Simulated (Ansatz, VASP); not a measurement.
# Rb: VASP beside Ansatz

The input INCAR:

```
SYSTEM = Rb
ALGO = Fast
EDIFF = 1E-6
ENCUT = 520
GGA = PE
ISIF = 2
ISMEAR = 0
LASPH = .True.
LCHARG = .False.
LREAL = .False.
LWAVE = .False.
NBANDS = 10
NELM = 60
PREC = Accurate
SIGMA = 0.15
```

Contents of KPOINTS:

```
k-points
0
Gamma
  12 12 12
  0 0 0
```

Contents of POSCAR:

```
Rb
1.0
   -2.8901800000      2.8901800000      2.8480900000
    2.8901800000     -2.8901800000      2.8480900000
    2.8901800000      2.8901800000     -2.8480900000
Rb
1
Direct
    0.0000000000      0.0000000000      0.0000000000
```

Input for Ansatz:

```yaml
crystal:
  lattice:
    - [-2.89018, 2.89018, 2.84809]
    - [2.89018, -2.89018, 2.84809]
    - [2.89018, 2.89018, -2.84809]
  atoms:
    - { symbol: Rb, position: [0.0, 0.0, 0.0] }
basis:
  ecutwfc: 420
kpoints:
  mp_grid: { grid: [12, 12, 12] }
hamiltonian:
  xc: pbe
scf:
  occupations: { method: gaussian, width: 0.15 }
output:
  forces: true
  stress: true
  eigenvalues: true
```

Change from the starting cell: strain +0.030 along x and y, +0.015 along z, atoms carried along.

Alike in both runs: task single point; functional PBE; k mesh 12 × 12 × 12; occupations gaussian, width 0.15 eV; no spin polarisation.

|  | VASP | Ansatz |
| --- | --- | --- |
| version | VASP 6.6.1 | Ansatz 0.2.0 |
| potentials or method | VASP PAW PBE potentials, release 64 (Rb_sv), cutoff 520 eV | scalar-relativistic, plane waves, PAW |
| valence electrons in the cell | 9 | 9 |

|  | VASP | Ansatz | Ansatz less VASP |
| --- | --- | --- | --- |
| gap on the k mesh at the Fermi level (eV) | none | none | - |
| pressure (GPa) | -0.1 | -0.1 | 0.00 |

A gap of «none» marks a metal or a gap that the smearing closes.
